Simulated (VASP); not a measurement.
## Au: single point with PBEsol

The system is Au.

```xyz
1
Lattice="-1.6573 1.6573 1.7401 1.6573 -1.6573 1.7401 1.6573 1.6573 -1.7401" Properties=species:S:1:pos:R:3 pbc="T T T"
Au    0.0000    0.0000    0.0000
```

This cell differs from its parent crystal: strain +0.000 along x and y, +0.050 along z.

| Property | Result |
| --- | --- |
| Program | VASP 6.6.1 |
| Task | single point |
| Functional | PBEsol |
| Potentials or basis | VASP PAW PBE potentials, release 64 (Au) |
| Cutoff | 520 eV |
| k mesh | 20 × 20 × 20 |
| Occupations | gaussian, width 0.15 eV |
| Spin | no spin polarisation |

| Property | Result |
| --- | --- |
| Pressure | -14.3 GPa |
| Band gap on the k mesh | zero (an odd number of electrons rules out a gap without spin polarisation) |

Stress tensor (GPa, compression positive):
```
-14.39   0.00   0.00
  0.00 -14.39   0.00
  0.00   0.00 -14.02
```

Levels at points of the mesh, in eV from the Fermi level:
| k point | band 3 | band 4 | band 5 | band 6 | band 7 | band 8 | band 9 | band 10 |
| --- | --- | --- | --- | --- | --- | --- | --- | --- |
| (0.00, 0.00, 0.00) | -4.37 | -4.12 | -2.84 | -2.55 | 15.90 | 16.65 | 16.65 | 21.38 |
| (0.50, 0.00, 0.00) | -2.98 | -2.51 | -1.46 | -0.32 | 2.78 | 12.45 | 13.40 | 20.61 |
| (0.50, 0.50, 0.00) | -2.60 | -2.43 | -1.40 | -0.07 | 3.14 | 11.74 | 12.38 | 19.24 |
| (0.50, 0.50, 0.50) | -1.80 | -1.71 | -1.71 | 5.25 | 6.55 | 6.55 | 8.25 | 14.41 |

Wall time 3.1 min on 1 thread of Intel Xeon 8259CL, with other jobs on the host, peak memory 0.26 GiB.

Caveat: the cell differs from its parent crystal (strain +0.000 along x and y, +0.050 along z); the cell stands under tension; the PAW data sets were made with another functional, which shifts forces and pressure a little; spin-orbit coupling is left out, which moves the levels of the heavy elements.
